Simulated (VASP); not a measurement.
Here is a VASP 6.6.1 calculation.

File INCAR:

```
ALGO = Normal ; EDIFF = 1E-6
ENCUT = 520 ; GGA = PS
ISIF = 2 ; ISMEAR = 0
LASPH = T ; LCHARG = F
LREAL = F ; LWAVE = F
NBANDS = 12 ; NELM = 100
PREC = Accurate ; SIGMA = 0.15
```

KPOINTS

```
k-points
0
Gamma
  10 10 10
```

Contents of POSCAR:

```
Ti
1.0
    0.0000000000      2.0909000000      1.9691000000
    2.0909000000      0.0000000000      1.9691000000
    2.0909000000      2.0909000000      0.0000000000
Ti
1
Direct
    0.0000000000      0.0000000000      0.0000000000
```

Potentials or basis: VASP PAW PBE potentials, release 64 (Ti_sv).

Run with:

```sh
$ cat potpaw_PBE.64/Ti_sv/POTCAR > POTCAR
$ mpirun -np 1 vasp_std > vasp.out
```

Question: What does it give for the pressure?

Answer: -3.7 GPa.

Question: What does it give for the band gap on the k mesh?

Answer: Zero (band 6 reaches 9.02 eV, above the bottom of band 7 at 7.85 eV).

Stress tensor (GPa, compression positive):
```
-4.31  0.00  0.00
 0.00 -4.31  0.00
 0.00  0.00 -2.41
```

Caveat: the cell differs from its parent crystal (strain +0.030 along x and y, -0.030 along z); the PAW data sets were made with another functional, which shifts forces and pressure a little.
